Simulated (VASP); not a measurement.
# Sn3Te (P-4m2) in VASP: notebook

Sn3Te is run at these levels: PBE; tasks: single point, relaxation of cell and atoms.

Program: VASP 6.6.1. These are calculated values, not measurements. Logs are shortened: lines on timing, memory, paths and dates and some standing lists are left out, and cuts for length are marked.

### 1 The cell of the first run

The structure is tetragonal, space group P-4m2 (No. 115). Conventional cell: a = 4.497 Å, b = 4.497 Å, c = 5.770 Å, α = 90.00°, β = 90.00°, γ = 90.00°. Sn (site symmetry -4m2) has 4 Te at 3.18 Å and 8 Sn at 3.47 to 3.86 Å within 4.2 Å. Within 4.2 Å of Sn (site symmetry 2mm) lie 8 Sn at 3.22 to 3.86 Å and 4 Te at 3.47 to 3.86 Å. Within 4.2 Å of Te (site symmetry -4m2) lie 12 Sn at 3.18 to 3.86 Å.

The cell was built from a structure type or drawn by symmetry, and may not be a known phase.

### 2 Single point, PBE

INCAR

```
SYSTEM = Sn3Te
ALGO = Normal ; EDIFF = 1E-6
ENCUT = 520 ; GGA = PE
ISIF = 2 ; ISMEAR = 0
LASPH = .TRUE. ; LCHARG = .FALSE.
LREAL = .FALSE. ; LWAVE = .FALSE.
NBANDS = 32 ; NELM = 60
PREC = Accurate ; SIGMA = 0.1
```

KPOINTS

```
k-points
0
G
  4 4 4
  0 0 0
```

POSCAR

```
Sn3Te
1.0
    4.4974871429      0.0000000000      0.0000000000
    0.0000000000      4.4974871429      0.0000000000
    0.0000000000      0.0000000000      5.7695578692
Sn Te
3 1
Direct
    0.0000000000      0.0000000000      0.0000000000
    0.0000000000      0.5000000000      0.5427873208
    0.5000000000      0.0000000000      0.4572126792
    0.5000000000      0.5000000000      0.0000000000
```

Potentials or basis: VASP PAW PBE potentials, release 64 (Sn_d, Te).

Started as:

```console
cat potpaw_PBE.64/Sn_d/POTCAR potpaw_PBE.64/Te/POTCAR > POTCAR
mpirun -np 1 vasp_std > vasp.out
```

OUTCAR:

```text
SYSTEM = Sn3Te
   EDIFF = 1E-6
   ENCUT = 520
   GGA = PE
   ISIF = 2
   ISMEAR = 0
   LASPH = .TRUE.
   LREAL = .FALSE.
   NELM = 60
   PREC = Accurate

 ion  position               nearest neighbor table
   1  0.000  0.000  0.000-   4 3.18   4 3.18   4 3.18   4 3.18   3 3.47   3 3.47   2 3.47   2 3.47

   2  0.000  0.500  0.543-   3 3.22   3 3.22   3 3.22   3 3.22   1 3.47   4 3.47   4 3.47   1 3.47

   3  0.500  0.000  0.457-   2 3.22   2 3.22   2 3.22   2 3.22   4 3.47   1 3.47   4 3.47   1 3.47

   4  0.500  0.500  0.000-   1 3.18   1 3.18   1 3.18   1 3.18   3 3.47   3 3.47   2 3.47   2 3.47

  LATTYP: Found a simple tetragonal cell.
 ALAT       =     4.4974871429
 C/A-ratio  =     1.2828403252

  Lattice vectors:

 A1 = (   4.4974871429,   0.0000000000,   0.0000000000)
 A2 = (   0.0000000000,   4.4974871429,   0.0000000000)
 A3 = (   0.0000000000,   0.0000000000,   5.7695578692)

Analysis of symmetry for initial positions (statically):
=====================================================================
 Subroutine PRICEL returns:
 Original cell was already a primitive cell.

 Routine SETGRP: Setting up the symmetry group for a
 simple tetragonal supercell.

 Subroutine GETGRP returns: Found  8 space group operations
 (whereof  8 operations were pure point group operations)
 out of a pool of 16 trial point group operations.

The static configuration has the point symmetry D_2d.

Analysis of symmetry for dynamics (positions and initial velocities):
=====================================================================
 Subroutine PRICEL returns:
 Original cell was already a primitive cell.

 Routine SETGRP: Setting up the symmetry group for a
 simple tetragonal supercell.

 Subroutine GETGRP returns: Found  8 space group operations
 (whereof  8 operations were pure point group operations)
 out of a pool of 16 trial point group operations.

The dynamic configuration has the point symmetry D_2d.

 Subroutine INISYM returns: Found  8 space group operations
 (whereof  8 operations are pure point group operations),
 and found     1 'primitive' translations

----------------------------------------------------------------------------------------

                                     Primitive cell

  volume of cell :     116.7031

  direct lattice vectors                    reciprocal lattice vectors
     4.497487143  0.000000000  0.000000000     0.222346383  0.000000000  0.000000000
     0.000000000  4.497487143  0.000000000     0.000000000  0.222346383  0.000000000
     0.000000000  0.000000000  5.769557869     0.000000000  0.000000000  0.173323506

  length of vectors
     4.497487143  4.497487143  5.769557869     0.222346383  0.222346383  0.173323506

  position of ions in fractional coordinates (direct lattice)
     0.000000000  0.000000000  0.000000000
     0.000000000  0.500000000  0.542787321
     0.500000000  0.000000000  0.457212679
     0.500000000  0.500000000  0.000000000

  ion indices of the primitive-cell ions
   primitive index   ion index
                 1           1
                 2           2
                 3           3
                 4           4

----------------------------------------------------------------------------------------

 KPOINTS: k-points

Automatic generation of k-mesh.
 Grid dimensions read from file:
 generate k-points for:    4    4    4

 Generating k-lattice:

  Cartesian coordinates                     Fractional coordinates (reciprocal lattice)
     0.055586596  0.000000000  0.000000000     0.250000000  0.000000000  0.000000000
     0.000000000  0.055586596  0.000000000     0.000000000  0.250000000  0.000000000
     0.000000000  0.000000000  0.043330877     0.000000000  0.000000000  0.250000000

  Length of vectors
     0.055586596  0.055586596  0.043330877

  Shift w.r.t. Gamma in fractional coordinates (k-lattice)
     0.000000000  0.000000000  0.000000000

 Subroutine IBZKPT returns following result:
 ===========================================

 Found     18 irreducible k-points:

 Following reciprocal coordinates:
            Coordinates               Weight
  0.000000  0.000000  0.000000      1.000000
  0.250000  0.000000  0.000000      4.000000
  0.500000  0.000000  0.000000      2.000000
  0.250000  0.250000  0.000000      4.000000
  0.500000  0.250000  0.000000      4.000000
  0.500000  0.500000  0.000000      1.000000
[... 10 lines left out ...]
  0.500000  0.250000  0.500000      4.000000
  0.500000  0.500000  0.500000      1.000000
   k-points           NKPTS =     18   k-points in BZ     NKDIM =     18   number of bands    NBANDS=     32
   number of dos      NEDOS =    301   number of ions     NIONS =      4
   total plane-waves  NPLWV =  62208
   dimension x,y,z NGX =    36 NGY =   36 NGZ =   48
   dimension x,y,z NGXF=    72 NGYF=   72 NGZF=   96
   ions per type =               3   1
   NGX,Y,Z   is equivalent  to a cutoff of  13.31, 13.31, 13.83 a.u.
[... 30 lines left out ...]
     AMIX     =   0.40;   BMIX     =  1.00
     AMIX_MAG =   1.60;   BMIX_MAG =  1.00
  volume/ion in A,a.u.               =      29.18       196.89
  Fermi-wavevector in a.u.,A,eV,Ry     =   1.217478  2.300700 20.167271  1.482253
  Thomas-Fermi vector in A             =   2.352797
   LORBIT       =      0    0 simple, 1 ext, 2 COOP (PROOUT), +10 PAW based schemes
   GGA     = PE    functional components
   LHFCALC =     F    Hartree Fock is set to
   AEXX    =    0.0000 exact exchange contribution
   IVDW    =     0    specifies the selected vdW correction
   LEPSILON=     F    determine dielectric tensor
   LRPA    =     F    only Hartree local field effects (RPA)
 non-spin polarized calculation
 Gauss-broadening in eV      SIGMA  =   0.10
  energy-cutoff  :      520.00
  volume of cell :      116.70
 maximum number of plane-waves:      3165
 NGX is ok and might be reduce to    36
   NGX = 17   NGY = 17   NGZ = 21

 number of electron      48.0000016 magnetization

 Free energy of the ion-electron system (eV)
  ---------------------------------------------------
  ext. energy  EPLUGINS =         0.00000000
  ---------------------------------------------------
  free energy    TOTEN  =       -14.44710194 eV

  energy without entropy =      -14.44054043  energy(sigma->0) =      -14.44382119

 E-fermi :   7.5045     XC(G=0):  -9.9820

 val. band max:        7.3112924318   @ k =   0.5000   0.0000   0.2500
 cond. band min:       7.5449525054   @ k =   0.2500   0.0000   0.0000
 fundamental gap:      0.2336600737
 Fermi energy:         7.5045306386

 k-point     1 :       0.0000    0.0000    0.0000
  band No.  band energies     occupation
      1     -14.2353      2.00000
      2     -14.2127      2.00000
      3     -14.1827      2.00000
      4     -14.1827      2.00000
      5     -14.1603      2.00000
      6     -14.1585      2.00000
[... 24 lines left out ...]
     31      12.2184      0.00000
     32      12.2184      0.00000

 k-point     2 :       0.2500    0.0000    0.0000
  band No.  band energies     occupation
      1     -14.2113      2.00000
      2     -14.2069      2.00000
      3     -14.1657      2.00000
      4     -14.1628      2.00000
      5     -14.1614      2.00000
      6     -14.1450      2.00000
[... 24 lines left out ...]
     31      12.2100      0.00000
     32      12.7185      0.00000

 k-point     3 :       0.5000    0.0000    0.0000
  band No.  band energies     occupation
      1     -14.1891      2.00000
      2     -14.1818      2.00000
      3     -14.1782      2.00000
      4     -14.1648      2.00000
      5     -14.1480      2.00000
      6     -14.1427      2.00000
[... 24 lines left out ...]
     31      11.3215      0.00000
     32      13.6645      0.00000

 k-point     4 :       0.2500    0.2500    0.0000
  band No.  band energies     occupation
      1     -14.2149      2.00000
      2     -14.1807      2.00000
      3     -14.1763      2.00000
      4     -14.1758      2.00000
      5     -14.1497      2.00000
      6     -14.1449      2.00000
[... 444 lines left out ...]
     31      13.0494      0.00000
     32      13.8743      0.00000

 k-point    17 :       0.5000    0.2500    0.5000
  band No.  band energies     occupation
      1     -14.2109      2.00000
      2     -14.2046      2.00000
      3     -14.1697      2.00000
      4     -14.1501      2.00000
      5     -14.1448      2.00000
      6     -14.1369      2.00000
[... 24 lines left out ...]
     31      12.5581      0.00000
     32      14.0954      0.00000

 k-point    18 :       0.5000    0.5000    0.5000
  band No.  band energies     occupation
      1     -14.2109      2.00000
      2     -14.2109      2.00000
      3     -14.1919      2.00000
      4     -14.1723      2.00000
      5     -14.1410      2.00000
      6     -14.1397      2.00000
[... 24 lines left out ...]
     31      13.3974      0.00000
     32      13.6030      0.00000

------------------------ aborting loop because EDIFF is reached ----------------------------------------

  FORCE on cell =-STRESS in cart. coord.  units (eV):
  Direction    XX          YY          ZZ          XY          YZ          ZX
  --------------------------------------------------------------------------------------
  -------------------------------------------------------------------------------------
  Total        0.0345063      0.0345063     -0.0849606      0.0000000      0.0000000      0.0000000
  in kB        0.4737249      0.4737249     -1.1663953      0.0000000      0.0000000      0.0000000
  external PRESSURE =      -0.0729818 kB  Pullay stress =       0.0000000 kB

 VOLUME and BASIS-vectors are now :
 -----------------------------------------------------------------------------
  energy-cutoff  :      520.00
  volume of cell :      116.70
      direct lattice vectors                 reciprocal lattice vectors
     4.497487143  0.000000000  0.000000000     0.222346383  0.000000000  0.000000000
     0.000000000  4.497487143  0.000000000     0.000000000  0.222346383  0.000000000
     0.000000000  0.000000000  5.769557869     0.000000000  0.000000000  0.173323506

 POSITION                                       TOTAL-FORCE (eV/Angst)
 -----------------------------------------------------------------------------------
      0.00000      0.00000      0.00000        -0.000000     -0.000000      0.000000
      0.00000      2.24874      3.13164         0.000000     -0.000000     -0.011072
      2.24874      0.00000      2.63792         0.000000     -0.000000      0.011072
      2.24874      2.24874      0.00000        -0.000000      0.000000      0.000000
 -----------------------------------------------------------------------------------
    total drift:                                0.000000      0.000000      0.000000

  FREE ENERGIE OF THE ION-ELECTRON SYSTEM (eV)
  ---------------------------------------------------
  free  energy   TOTEN  =       -14.4471019416 eV

  energy  without entropy=      -14.4405404291  energy(sigma->0) =      -14.44382119
```

Run time: 38 s. Hardware: 1 thread of AMD EPYC 9R45 (Zen 5), shared host; peak memory 0.23 GiB.

What came out:

```yaml
Free_energy: -14.4471 eV
Pressure: 0.0 GPa
Largest_force: 0.011 eV/Å
Band_gap_on_the_k_mesh: zero (bands 24 and 25 overlap by 1.31 eV)
```

Forces on the atoms (eV/Å):
```
Sn   0.000  0.000  0.000
Sn   0.000  0.000 -0.011
Sn   0.000  0.000  0.011
Te   0.000  0.000  0.000
```

Stress tensor (GPa, compression positive):
```
 0.05  0.00  0.00
 0.00  0.05  0.00
 0.00  0.00 -0.12
```

Caveat: spin-orbit coupling is left out, which moves the levels of the heavy elements.

### 3 Single point, PBE

This run uses another cell than the first one, of 35.79 Å³/atom.

INCAR

```
PREC = Accurate
ENCUT = 520
EDIFF = 1E-6
ISMEAR = 0
SIGMA = 0.1
LREAL = False
LASPH = True
NELM = 60
ALGO = Normal
ISIF = 2
LWAVE = False
LCHARG = False
GGA = PE
NBANDS = 32
```

KPOINTS

```
regular mesh
0
Gamma
  4 4 4
```

POSCAR

```
Sn3Te
1.0
    4.4409959600      0.0000000000      0.0000000000
    0.0000000000      4.4409959600      0.0000000000
    0.0000000000      0.0000000000      7.2579952100
Sn Te
3 1
Direct
    0.0000000000      0.0000000000      0.0000000000
    0.0000000000      0.5000000000      0.5899003000
    0.5000000000      0.0000000000      0.4100997000
    0.5000000000      0.5000000000      0.0000000000
```

Potentials or basis: VASP PAW PBE potentials, release 64 (Sn_d, Te).

Started as:

```console
cat potpaw_PBE.64/Sn_d/POTCAR potpaw_PBE.64/Te/POTCAR > POTCAR
mpirun -np 1 vasp_std > vasp.out
```

Wall time 49 s (1 thread of AMD EPYC 9R45 (Zen 5), shared host); peak memory 0.24 GiB.

Results (log left out):

- Free energy: -13.8913 eV
- Pressure: -3.3 GPa
- Largest force: 0.018 eV/Å
- Band gap on the k mesh: zero (bands 24 and 25 overlap by 1.02 eV)

Forces in eV/Å, atoms in the order of the input:
```
Sn   0.000  0.000  0.000
Sn   0.000  0.000 -0.018
Sn   0.000  0.000  0.018
Te   0.000  0.000  0.000
```

Stress tensor (GPa, compression positive):
```
-3.11  0.00  0.00
 0.00 -3.11  0.00
 0.00  0.00 -3.79
```

Levels at points of the mesh, in eV from the Fermi level:
```csv
k point,band 22,band 23,band 24,band 25,band 26,band 27
"(0.00, 0.00, 0.00)",-2.19,-0.12,-0.12,0.95,1.32,2.75
"(0.50, 0.00, 0.00)",-1.59,-0.11,0.15,0.32,1.37,1.64
"(0.50, 0.50, 0.00)",-2.52,-2.36,-2.12,-0.56,0.08,0.08
"(0.00, 0.00, 0.50)",-2.82,-0.43,-0.43,0.27,0.94,1.87
"(0.50, 0.00, 0.50)",-1.23,-0.72,-0.31,0.01,0.49,0.95
"(0.50, 0.50, 0.50)",-3.36,-3.01,-0.50,0.99,0.99,1.39
```

Caveat: the cell stands under tension; spin-orbit coupling is left out, which moves the levels of the heavy elements.

### 4 Relaxation of cell and atoms, PBE

This run uses another cell than the first one, of 35.79 Å³/atom.

INCAR

```
SYSTEM = Sn3Te
ALGO = Normal
EDIFF = 1E-7
EDIFFG = -0.04
ENCUT = 600
GGA = PE
IBRION = 2
ISIF = 3
ISMEAR = 0
LASPH = .True.
LCHARG = .False.
LREAL = .False.
LWAVE = .False.
NELM = 100
NSW = 90
PREC = Accurate
SIGMA = 0.1
```

KPOINTS

```
k-points
0
Gamma
  4 4 4
  0 0 0
```

POSCAR is that of step 3.

Started as:

```console
cat potpaw_PBE.64/Sn_d/POTCAR potpaw_PBE.64/Te/POTCAR > POTCAR
mpirun -np 1 vasp_std > vasp.out
```

Run time: 13 min. Hardware: 1 thread of AMD EPYC 9R45 (Zen 5), shared host; peak memory 0.3 GiB.

It converged, with:

```
Free energy                           : -14.4467 eV
Relaxed volume                        : 29.20 Å³/atom
Relaxed cell                          : a = 4.494 Å, b = 4.494 Å, c = 5.785 Å, α = 90.00°, β = 90.00°, γ = 90.00°
Space group after relaxing (to 0.1 Å) : P-4m2 (No. 115)
Energy gained by relaxing             : 138.8 meV/atom
Ionic steps                           : 21
Pressure after relaxing               : 0.1 GPa
Largest force after relaxing          : 0.023 eV/Å
Band gap on the k mesh                : zero (bands 24 and 25 overlap by 1.29 eV)
```

Forces on the atoms (eV/Å):
```
Sn   0.000  0.000  0.000
Sn   0.000  0.000 -0.023
Sn   0.000  0.000  0.023
Te   0.000  0.000  0.000
```

Stress tensor (GPa, compression positive):
```
 0.15  0.00  0.00
 0.00  0.15  0.00
 0.00  0.00 -0.07
```

Step by step:
```
step  energy change (eV)  largest force (eV/Å)  pressure (GPa)  volume (Å³)
   1              0.0000                0.0177           -3.33       143.15
   2             -0.1989                0.1039           -0.61       128.29
   3             -0.2041                0.1240            0.05       125.83
   4             -0.2174                0.1363            0.11       125.62
   5             -0.2881                0.1468            0.00       124.92
   6             -0.4211                0.1593           -0.61       123.12
   7             -0.4797                0.1315            0.34       117.94
   8             -0.5052                0.1802           -0.35       119.38
   9             -0.5022                0.1747           -0.78       121.41
  10             -0.5174                0.1843           -0.67       120.34
  11             -0.5203                0.2088            0.16       117.68
  12             -0.5216                0.2011           -0.14       118.62
  13             -0.5310                0.1890            0.08       117.85
  14             -0.5365                0.1619            0.49       116.77
  15             -0.5423                0.1054           -0.03       118.02
  16             -0.5428                0.0845           -0.22       118.53
  17             -0.5471                0.0710           -0.23       118.29
  18             -0.5530                0.0446           -0.20       117.56
  19             -0.5541                0.0366            0.36       116.06
  20             -0.5544                0.0398            0.17       116.54
  21             -0.5554                0.0228            0.07       116.80
```

Final structure:
```cif
data_structure
_symmetry_space_group_name_H-M 'P 1'
_symmetry_Int_Tables_number 1
_cell_length_a 4.4936
_cell_length_b 4.4936
_cell_length_c 5.7846
_cell_angle_alpha 90.000
_cell_angle_beta 90.000
_cell_angle_gamma 90.000
_cell_volume 116.80
loop_
_atom_site_label
_atom_site_type_symbol
_atom_site_fract_x
_atom_site_fract_y
_atom_site_fract_z
_atom_site_occupancy
Sn1 Sn 0.00000 0.00000 0.00000 1
Sn2 Sn 0.00000 0.50000 0.54769 1
Sn3 Sn 0.50000 0.00000 0.45231 1
Te1 Te 0.50000 0.50000 0.00000 1
```

Levels at points of the mesh, in eV from the Fermi level:
| k point | band 21 | band 22 | band 23 | band 24 | band 25 | band 26 | band 27 | band 28 |
| --- | --- | --- | --- | --- | --- | --- | --- | --- |
| (0.00, 0.00, 0.00) | -3.69 | -3.26 | -0.30 | -0.30 | 0.55 | 2.03 | 3.05 | 3.05 |
| (0.50, 0.00, 0.00) | -2.63 | -2.35 | -0.89 | -0.70 | -0.25 | 1.63 | 2.46 | 2.49 |
| (0.50, 0.50, 0.00) | -3.68 | -2.97 | -2.62 | -2.33 | -0.58 | -0.47 | -0.47 | 5.31 |
| (0.00, 0.00, 0.50) | -3.23 | -1.76 | -1.45 | -1.45 | 0.20 | 0.31 | 0.97 | 3.64 |
| (0.50, 0.00, 0.50) | -1.59 | -1.25 | -0.90 | 0.04 | 0.18 | 0.65 | 0.93 | 1.43 |
| (0.50, 0.50, 0.50) | -5.19 | -4.78 | -4.19 | 0.65 | 2.26 | 2.26 | 2.99 | 4.88 |

Caveat: the volume moved by over 15 % at a fixed basis, so the end points are rough; spin-orbit coupling is left out, which moves the levels of the heavy elements.

### 5 Overview

```csv
task,cell,cutoff (eV),gap on the mesh (eV),pressure (GPa),largest force (eV/Å)
single point,"a = 4.497, b = 4.497, c = 5.770 Å, 4 atoms, atomic positions A",520,none,0.0,0.01
single point,"a = 4.441, b = 4.441, c = 7.258 Å, 4 atoms, atomic positions B",520,none,-3.3,0.02
relaxation of cell and atoms,"relaxed from a = 4.441, b = 4.441, c = 7.258 Å, 4 atoms, atomic positions B",600,none,0.1,0.02
```

Alike in all rows: level PBE; potentials or basis VASP PAW PBE potentials, release 64 (Sn_d, Te); no spin polarisation; k mesh 4 × 4 × 4; smearing gaussian 0.1 eV.

Caveats: spin-orbit coupling is left out, which moves the levels of the heavy elements; the cell stands under tension (at least some runs); the volume moved by over 15 % at a fixed basis, so the end points are rough (at least some runs).

Total energies depend on the potentials used, so only differences within one code and one set of settings carry meaning.
